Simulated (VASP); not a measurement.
# V (Fd-3m) in VASP: notebook, part 2 of 2

VASP 6.6.1. The steps go on from the part before.

## Step 4: Single point, r2SCAN (20.10 Å³/atom)

This run uses another cell than the first one, of 20.10 Å³/atom.

POSCAR reads:

```
V
1.0
    0.0000000000      2.7190843183      2.7190843183
    2.7190843183      0.0000000000      2.7190843183
    2.7190843183      2.7190843183      0.0000000000
V
2
Direct
    0.1250000000      0.1250000000      0.1250000000
    0.8750000000      0.8750000000      0.8750000000
```

INCAR.step1 reads:

```
SYSTEM = V
ALGO     = Normal         ! electronic algorithm
EDIFF    = 1E-4           ! SCF threshold, eV
ENCUT    = 520            ! plane-wave cutoff, eV
GGA      = PE             ! functional
ISMEAR   = -1             ! smearing method
LASPH    = .True.         ! aspherical terms in the spheres
LCHARG   = .False.        ! write CHGCAR
LREAL    = .False.        ! projectors in reciprocal space
LWAVE    = .True.         ! write WAVECAR
NBANDS   = 20             ! bands
NELM     = 60             ! most SCF steps
PREC     = Accurate       ! precision mode
SIGMA    = 0.1            ! smearing width, eV
```

INCAR.step2 reads:

```
SYSTEM = V
ALGO     = Normal         ! electronic algorithm
EDIFF    = 1E-7           ! SCF threshold, eV
ENCUT    = 520            ! plane-wave cutoff, eV
ISIF     = 2              ! what is computed and relaxed
ISMEAR   = -1             ! smearing method
ISTART   = 1            
LASPH    = .True.         ! aspherical terms in the spheres
LCHARG   = .False.        ! write CHGCAR
LMIXTAU  = .True.       
LREAL    = .False.        ! projectors in reciprocal space
LWAVE    = .False.        ! write WAVECAR
METAGGA  = R2SCAN         ! meta-GGA
NBANDS   = 20             ! bands
NELM     = 60             ! most SCF steps
PREC     = Accurate       ! precision mode
SIGMA    = 0.1            ! smearing width, eV
```

KPOINTS reads:

```
k-points
0
Gamma
  12 12 12
  0 0 0
```

Potentials or basis: VASP PAW PBE potentials, release 64 (V_sv).

On the command line:

```bash
cat potpaw_PBE.64/V_sv/POTCAR > POTCAR
cp INCAR.step1 INCAR
mpirun -np 1 vasp_std > vasp.out
cp INCAR.step2 INCAR
mpirun -np 1 vasp_std > vasp.out
```

OUTCAR:

```text
SYSTEM = V
   EDIFF = 1E-7
   ENCUT = 520
   ISIF = 2
   ISMEAR = -1
   ISTART = 1
   LASPH = .True.
   LREAL = .False.
   METAGGA = R2SCAN
   NELM = 60
   PREC = Accurate

 ion  position               nearest neighbor table
   1  0.125  0.125  0.125-   2 2.35   2 2.35   2 2.35   2 2.35
   2  0.875  0.875  0.875-   1 2.35   1 2.35   1 2.35   1 2.35

  LATTYP: Found a face centered cubic cell.
 ALAT       =     5.4381686366

  Lattice vectors:

 A1 = (   0.0000000000,   2.7190843183,   2.7190843183)
 A2 = (   2.7190843183,   0.0000000000,   2.7190843183)
 A3 = (   2.7190843183,   2.7190843183,   0.0000000000)

Analysis of symmetry for initial positions (statically):
=====================================================================
 Subroutine PRICEL returns:
 Original cell was already a primitive cell.

 Routine SETGRP: Setting up the symmetry group for a
 face centered cubic supercell.

 Subroutine GETGRP returns: Found 48 space group operations
 (whereof 12 operations were pure point group operations)
 out of a pool of 48 trial point group operations.

The static configuration has the point symmetry D_3d.
 The point group associated with its full space group is O_h .

Analysis of symmetry for dynamics (positions and initial velocities):
=====================================================================
 Subroutine PRICEL returns:
 Original cell was already a primitive cell.

 Routine SETGRP: Setting up the symmetry group for a
 face centered cubic supercell.

 Subroutine GETGRP returns: Found 48 space group operations
 (whereof 12 operations were pure point group operations)
 out of a pool of 48 trial point group operations.

The dynamic configuration has the point symmetry D_3d.
 The point group associated with its full space group is O_h .
[... 110 lines left out ...]
   NELECT =      26.0000    total number of electrons
   NUPDOWN=      -1.0000    fix difference up-down
   EMIN   =  10.00;   EMAX   =-10.00  energy-range for DOS
   EFERMI =   0.00;   METHOD = LEGACY
   ISMEAR =    -1;   SIGMA  =   0.10  broadening in eV -4-tet -1-fermi 0-gaus
   EFERMI_NEDOS =   21; number of points for ismear=-14 and -15
   IALGO  =     38    algorithm
   IMIX   =      4    mixing-type and parameters
     AMIX     =   0.40;   BMIX     =  1.00
     AMIX_MAG =   1.60;   BMIX_MAG =  1.00
  volume/ion in A,a.u.               =      20.10       135.66
  Fermi-wavevector in a.u.,A,eV,Ry     =   1.415685  2.675257 27.268304  2.004164
  Thomas-Fermi vector in A             =   2.537098
   LORBIT       =      0    0 simple, 1 ext, 2 COOP (PROOUT), +10 PAW based schemes
   METAGGA = R2SCAN    functional components
   LHFCALC =     F    Hartree Fock is set to
   AEXX    =    0.0000 exact exchange contribution
   IVDW    =     0    specifies the selected vdW correction
   LEPSILON=     F    determine dielectric tensor
   LRPA    =     F    only Hartree local field effects (RPA)
 non-spin polarized calculation
  energy-cutoff  :      520.00
  volume of cell :       40.21
 maximum number of plane-waves:      1106
 NGX is ok and might be reduce to    30
   NGX = 15   NGY = 15   NGZ = 15

 number of electron      25.9999998 magnetization

 Free energy of the ion-electron system (eV)
  ---------------------------------------------------
  ext. energy  EPLUGINS =         0.00000000
  ---------------------------------------------------
  free energy    TOTEN  =       -23.05935335 eV

  energy without entropy =      -22.87418126  energy(sigma->0) =      -22.96676730

 E-fermi :   5.4828     XC(G=0): -11.2978

 val. band max:        5.4818506238   @ k =   0.3333   0.2500   0.0000
 cond. band min:       5.4883937958   @ k =   0.5000   0.5000   0.0000
 fundamental gap:      0.0065431720
 Fermi energy:         5.4827899262

 k-point     1 :       0.0000    0.0000    0.0000
  band No.  band energies     occupation
      1     -60.7567      2.00000
      2     -60.2551      2.00000
      3     -33.6842      2.00000
      4     -33.6842      2.00000
      5     -33.6842      2.00000
      6     -32.9502      2.00000
[... 541 lines left out ...]
     19       9.0202      0.00000
     20       9.7510      0.00000

 [... further k-points ...]

------------------------ aborting loop because EDIFF is reached ----------------------------------------

  FORCE on cell =-STRESS in cart. coord.  units (eV):
  Direction    XX          YY          ZZ          XY          YZ          ZX
  --------------------------------------------------------------------------------------
  -------------------------------------------------------------------------------------
  Total       -1.2551700     -1.2551700     -1.2551700      0.0000000      0.0000000      0.0000000
  in kB      -50.0167084    -50.0167084    -50.0167084      0.0000000      0.0000000      0.0000000
  external PRESSURE =     -50.0167084 kB  Pullay stress =       0.0000000 kB

 VOLUME and BASIS-vectors are now :
 -----------------------------------------------------------------------------
  energy-cutoff  :      520.00
  volume of cell :       40.21
      direct lattice vectors                 reciprocal lattice vectors
     0.000000000  2.719084318  2.719084318    -0.183885434  0.183885434  0.183885434
     2.719084318  0.000000000  2.719084318     0.183885434 -0.183885434  0.183885434
     2.719084318  2.719084318  0.000000000     0.183885434  0.183885434 -0.183885434

 POSITION                                       TOTAL-FORCE (eV/Angst)
 -----------------------------------------------------------------------------------
      0.67977      0.67977      0.67977        -0.000000      0.000000     -0.000000
      4.75840      4.75840      4.75840         0.000000     -0.000000      0.000000
 -----------------------------------------------------------------------------------
    total drift:                               -0.000000      0.000000      0.000000

  FREE ENERGIE OF THE ION-ELECTRON SYSTEM (eV)
  ---------------------------------------------------
  free  energy   TOTEN  =       -23.0593533496 eV

  energy  without entropy=      -22.8741812595  energy(sigma->0) =      -22.96676730
```

OUTCAR.step1:

```text
SYSTEM = V
   EDIFF = 1E-4
   ENCUT = 520
   GGA = PE
   ISMEAR = -1
[... 776 lines left out ...]
      0.67977      0.67977      0.67977         0.000000      0.000000      0.000000
      4.75840      4.75840      4.75840        -0.000000     -0.000000     -0.000000
 -----------------------------------------------------------------------------------
    total drift:                               -0.000000      0.000000      0.000000

  FREE ENERGIE OF THE ION-ELECTRON SYSTEM (eV)
  ---------------------------------------------------
  free  energy   TOTEN  =       -13.2496231100 eV

  energy  without entropy=      -13.0579266905  energy(sigma->0) =      -13.15377490
```

Run time: 7.2 min. Hardware: 1 thread of Intel Xeon 8259CL, shared host; peak memory 0.2 GiB.

Results:

- Free energy: -23.0594 eV
- Pressure: -5.0 GPa
- Band gap on the k mesh: zero (bands 13 and 14 overlap by 0.97 eV)

Levels at points of the mesh, in eV from the Fermi level:
```
           k point  band 9  band 10  band 11  band 12  band 13  band 14  band 15  band 16  band 17  band 18
(0.00, 0.00, 0.00)   -5.38    -0.79    -0.79    -0.56    -0.56    -0.56     1.54     1.54     1.54     3.77
(0.50, 0.00, 0.00)   -2.06    -1.56    -0.77    -0.77    -0.51    -0.51     0.13     2.39     2.39     3.27
(0.50, 0.50, 0.00)   -2.01    -2.01    -0.41    -0.41     0.01     0.01     1.44     1.44     3.46     3.46
```

Caveat: the cell stands under tension; the PAW data sets were made with another functional, which shifts forces and pressure a little.

## Step 5: Single point, r2SCAN

This run uses another cell than the first one, of 17.95 Å³/atom.

POSCAR reads:

```
V
1.0
    0.0000000000      2.6182834925      2.6182834925
    2.6182834925      0.0000000000      2.6182834925
    2.6182834925      2.6182834925      0.0000000000
V
2
Direct
    0.1250000000      0.1250000000      0.1250000000
    0.8750000000      0.8750000000      0.8750000000
```

INCAR.step1 reads:

```
SYSTEM = V
  PREC = Accurate
  ENCUT = 520
  ISMEAR = -1
  SIGMA = 0.1
  LREAL = .False.
  LASPH = .True.
  NELM = 80
  NBANDS = 20
  GGA = PE
  ALGO = Normal
  EDIFF = 1E-4
  LWAVE = .True.
  LCHARG = .False.
```

INCAR.step2 reads:

```
SYSTEM = V
  PREC = Accurate
  ENCUT = 520
  EDIFF = 1E-6
  ISMEAR = -1
  SIGMA = 0.1
  LREAL = .False.
  LASPH = .True.
  NELM = 80
  ALGO = Normal
  ISIF = 2
  LWAVE = .False.
  LCHARG = .True.
  METAGGA = R2SCAN
  LMIXTAU = .True.
  LELF = .True.
  LVHAR = .True.
  NBANDS = 20
  ISTART = 1
```

KPOINTS reads:

```
Automatic mesh
0
Gamma
  17 17 17
  0 0 0
```

Potentials or basis: VASP PAW PBE potentials, release 64 (V_sv).

On the command line:

```bash
cat potpaw_PBE.64/V_sv/POTCAR > POTCAR
cp INCAR.step1 INCAR
mpirun -np 1 vasp_std > vasp.out
cp INCAR.step2 INCAR
mpirun -np 1 vasp_std > vasp.out
```

OUTCAR:

```text
SYSTEM = V
   PREC = Accurate
   ENCUT = 520
   EDIFF = 1E-6
   ISMEAR = -1
   LREAL = .False.
   LASPH = .True.
   NELM = 80
   ISIF = 2
   METAGGA = R2SCAN
   ISTART = 1

 ion  position               nearest neighbor table
   1  0.125  0.125  0.125-   2 2.27   2 2.27   2 2.27   2 2.27
   2  0.875  0.875  0.875-   1 2.27   1 2.27   1 2.27   1 2.27

  LATTYP: Found a face centered cubic cell.
 ALAT       =     5.2365669850

  Lattice vectors:

 A1 = (   0.0000000000,   2.6182834925,   2.6182834925)
 A2 = (   2.6182834925,   0.0000000000,   2.6182834925)
 A3 = (   2.6182834925,   2.6182834925,   0.0000000000)

Analysis of symmetry for initial positions (statically):
=====================================================================
 Subroutine PRICEL returns:
 Original cell was already a primitive cell.

 Routine SETGRP: Setting up the symmetry group for a
 face centered cubic supercell.

 Subroutine GETGRP returns: Found 48 space group operations
 (whereof 12 operations were pure point group operations)
 out of a pool of 48 trial point group operations.
[... 159 lines left out ...]
  ---------------------------------------------------
  free energy    TOTEN  =       -23.12174977 eV

  energy without entropy =      -22.96882070  energy(sigma->0) =      -23.04528524

 E-fermi :   6.6042     XC(G=0): -11.8870

 val. band max:        6.6022805043   @ k =  -0.2353   0.0588   0.0000
 cond. band min:       6.6092830867   @ k =   0.4118   0.1176   0.0588
 fundamental gap:      0.0070025824
 Fermi energy:         6.6042418837

 k-point     1 :       0.0000    0.0000    0.0000
  band No.  band energies     occupation
      1     -59.6743      2.00000
      2     -58.9473      2.00000
      3     -32.6408      2.00000
      4     -32.6408      2.00000
      5     -32.6408      2.00000
      6     -31.6723      2.00000
[... 541 lines left out ...]
     19      10.8143      0.00000
     20      17.5167      0.00000

 [... further k-points ...]

------------------------ aborting loop because EDIFF is reached ----------------------------------------

  FORCE on cell =-STRESS in cart. coord.  units (eV):
  Direction    XX          YY          ZZ          XY          YZ          ZX
  --------------------------------------------------------------------------------------
  -------------------------------------------------------------------------------------
  Total        0.1922976      0.1922976      0.1922976      0.0000000      0.0000000      0.0000000
  in kB        8.5823148      8.5823148      8.5823148      0.0000000      0.0000000      0.0000000
  external PRESSURE =       8.5823148 kB  Pullay stress =       0.0000000 kB

 VOLUME and BASIS-vectors are now :
 -----------------------------------------------------------------------------
  energy-cutoff  :      520.00
  volume of cell :       35.90
      direct lattice vectors                 reciprocal lattice vectors
     0.000000000  2.618283492  2.618283492    -0.190964806  0.190964806  0.190964806
     2.618283492  0.000000000  2.618283492     0.190964806 -0.190964806  0.190964806
     2.618283492  2.618283492  0.000000000     0.190964806  0.190964806 -0.190964806

 POSITION                                       TOTAL-FORCE (eV/Angst)
 -----------------------------------------------------------------------------------
      0.65457      0.65457      0.65457        -0.000000      0.000000      0.000000
      4.58200      4.58200      4.58200         0.000000     -0.000000     -0.000000
 -----------------------------------------------------------------------------------
    total drift:                                0.000000     -0.000000     -0.000000

  FREE ENERGIE OF THE ION-ELECTRON SYSTEM (eV)
  ---------------------------------------------------
  free  energy   TOTEN  =       -23.1217497733 eV

  energy  without entropy=      -22.9688206987  energy(sigma->0) =      -23.04528524
```

OUTCAR.step1:

```text
SYSTEM = V
   PREC = Accurate
   ENCUT = 520
   ISMEAR = -1
   LREAL = .False.
[... 775 lines left out ...]
      0.65457      0.65457      0.65457        -0.000000     -0.000000     -0.000000
      4.58200      4.58200      4.58200         0.000000      0.000000      0.000000
 -----------------------------------------------------------------------------------
    total drift:                                0.000000     -0.000000     -0.000000

  FREE ENERGIE OF THE ION-ELECTRON SYSTEM (eV)
  ---------------------------------------------------
  free  energy   TOTEN  =       -13.2569954211 eV

  energy  without entropy=      -13.0991410387  energy(sigma->0) =      -13.17806823
```

Run time: 8.7 min. Hardware: 1 thread of Intel Xeon 8259CL, shared host; peak memory 0.23 GiB.

Results:

- Free energy: -23.1217 eV
- Pressure: 0.9 GPa
- Band gap on the k mesh: zero (bands 13 and 14 overlap by 1.00 eV)

Levels at points of the mesh, in eV from the Fermi level:
```
           k point  band 9  band 10  band 11  band 12  band 13  band 14  band 15  band 16  band 17  band 18
(0.00, 0.00, 0.00)   -5.71    -1.11    -1.11    -0.64    -0.64    -0.64     1.66     1.66     1.66     4.17
```

Caveat: the PAW data sets were made with another functional, which shifts forces and pressure a little.

## Step 6: Overview

```tsv
cell	k mesh	gap on the mesh (eV)	pressure (GPa)
a = 3.752 Å, angles 60.0°, 2 atoms	12 × 12 × 12	none	-1.5
a = 3.799 Å, angles 60.0°, 2 atoms	12 × 12 × 12	none	-3.5
a = 3.845 Å, angles 60.0°, 2 atoms	12 × 12 × 12	none	-5.0
a = 3.703 Å, angles 60.0°, 2 atoms	17 × 17 × 17	none	0.9
```

Alike in all rows: task single point; level r2SCAN; potentials or basis VASP PAW PBE potentials, release 64 (V_sv); no spin polarisation; cutoff (eV) 520; smearing fermi-dirac 0.1 eV.

Caveats: the PAW data sets were made with another functional, which shifts forces and pressure a little; the cell stands under tension (at least some runs).

Absolute energies hang on the potentials; compare differences alone.
